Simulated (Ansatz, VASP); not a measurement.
## Two plane-wave programs on SnO

INCAR

```
SYSTEM = SnO
PREC = Accurate
ENCUT = 520
EDIFF = 1E-6
ISMEAR = 0
SIGMA = 0.05
LREAL = .False.
LASPH = .True.
NELM = 60
ALGO = Normal
ISIF = 2
LWAVE = .False.
LCHARG = .False.
LDIPOL = .True.
IDIPOL = 3
DIPOL = 0.5 0.5 0.403
GGA = PE
IVDW = 12
NBANDS = 50
```

File KPOINTS:

```
regular mesh
0
Gamma
  7 7 1
  0 0 0
```

The input POSCAR:

```
SnO
1.0
    3.8201635894      0.0000000000      0.0000000000
    0.0000000000      3.8201635894      0.0000000000
    0.0000000000      0.0000000000     22.2260803631
Sn O
4 4
Direct
    0.7500000000      0.2500000000      0.2024648488
    0.2500000000      0.7500000000      0.3087831984
    0.5000000000      1.1250000000      0.4977503906
    0.0000000000      1.6250000000      0.6040687401
    0.2500000000      0.2500000000      0.2556240236
    0.7500000000      0.7500000000      0.2556240236
    0.0000000000      1.1250000000      0.5509095654
    0.5000000000      1.6250000000      0.5509095654
```

Input for Ansatz:

```yaml
crystal:
  lattice:
    - [3.8201635894, 0.0, 0.0]
    - [0.0, 3.8201635894, 0.0]
    - [0.0, 0.0, 22.2260803631]
  atoms:
    - { symbol: Sn, position: [0.75, 0.25, 0.2024648488] }
    - { symbol: O, position: [0.25, 0.25, 0.2556240236] }
    - { symbol: O, position: [0.75, 0.75, 0.2556240236] }
    - { symbol: Sn, position: [0.25, 0.75, 0.3087831984] }
    - { symbol: Sn, position: [0.5, 1.125, 0.4977503906] }
    - { symbol: O, position: [0.0, 1.125, 0.5509095654] }
    - { symbol: O, position: [0.5, 1.625, 0.5509095654] }
    - { symbol: Sn, position: [0.0, 1.625, 0.6040687401] }
basis:
  ecutwfc: 420
kpoints:
  mp_grid: { grid: [7, 7, 1] }
hamiltonian:
  xc: pbe
  pseudopotentials: { kind: paw, azcp: { folder: soft_1 } }
  dispersion: d3bj
scf:
  occupations: { method: gaussian, width: 0.05 }
output:
  forces: true
  eigenvalues: true
efield:
  axis: 3
  dipole_correction: true
  ramp_width: 0.04
```

Alike in both runs: task single point; functional PBE; dispersion D3(BJ); k mesh 7 × 7 × 1; occupations gaussian, width 0.05 eV; no spin polarisation.

```csv
,VASP,Ansatz
version,VASP 6.6.1,Ansatz 0.2.0
potentials or method,"VASP PAW PBE potentials, release 64 (Sn_d, O), cutoff 520 eV","scalar-relativistic, plane waves, PAW"
valence electrons in the cell,80,80
```

VASP gave:

```
gap on the k mesh at the Fermi level (eV) : 2.55
least direct gap on the mesh (eV)         : 2.58
rms of the force components (eV/Å)        : 0.051
```

Problem. Which values does Ansatz return?

Solution. gap on the k mesh at the Fermi level (eV): 2.60; least direct gap on the mesh (eV): 2.62; rms of the force components (eV/Å): 0.019.
